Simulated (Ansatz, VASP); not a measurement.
**MgO: VASP beside Ansatz**

```xyz
2
Lattice="0.0000 2.1380 2.1380 2.1380 0.0000 2.1380 2.1380 2.1380 0.0000" Properties=species:S:1:pos:R:3 pbc="T T T"
Mg    0.0000    0.0000    0.0000
O     2.1380    2.1380    2.1380
```

Alike in both runs: task single point; functional PBE; k mesh 9 × 9 × 9; occupations gaussian, width 0.03 eV; no spin polarisation.

```csv
,VASP,Ansatz
version,VASP 6.6.1,Ansatz 0.2.0
potentials or method,"VASP PAW PBE potentials, release 64 (Mg_sv, O), cutoff 840 eV","PAW, plane waves, scalar-relativistic"
valence electrons in the cell,16,16
```

|  | VASP | Ansatz | Ansatz less VASP |
| --- | --- | --- | --- |
| pressure (GPa) | -2.2 | -2.2 | 0.00 |

With one functional, cell and mesh, what is left measures potentials, basis and numerics.
